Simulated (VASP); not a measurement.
Ti, 1 atom in the cell. Symmetry: I4/mmm, No. 139, tetragonal system. The conventional cell has a = 2.871 Å, b = 2.871 Å, c = 3.979 Å, α = 90.00°, β = 90.00°, γ = 90.00°. Within 3.7 Å of Ti (site symmetry 4/mmm) lie 12 Ti at 2.84 to 2.87 Å.  This cell differs from its parent crystal: strain -0.0200 x Voigt [0, 0, 1, 0, 0, 0].

```yaml
Program: VASP 6.6.1
Task: single point
Functional: r2SCAN
Potentials_or_basis: VASP PAW PBE potentials, release 64 (Ti_sv)
Cutoff: 520 eV
k_mesh: 20 × 20 × 20
Occupations: gaussian, width 0.15 eV
Spin: no spin polarisation
Dipole_correction: no
Further_INCAR_settings: ALGO = Normal; EDIFF = 1e-06; NBANDS = 12
```

Potentials or basis: VASP PAW PBE potentials, release 64 (Ti_sv).

Run with:

```bash
$ cat potpaw_PBE.64/Ti_sv/POTCAR > POTCAR
$ cp INCAR.step1 INCAR
$ mpirun -np 1 vasp_std > vasp.out
$ cp INCAR.step2 INCAR
$ mpirun -np 1 vasp_std > vasp.out
```

Hardware: 1 thread of Intel(R) Xeon(R) Platinum 8488C (Sapphire Rapids), with other jobs on the host.

Problem. How long does it take, and how much memory?

Solution. It took 4.9 min on 1 thread of Intel(R) Xeon(R) Platinum 8488C (Sapphire Rapids) (shared host), peak memory 0.24 GiB. Counts: k points 641.
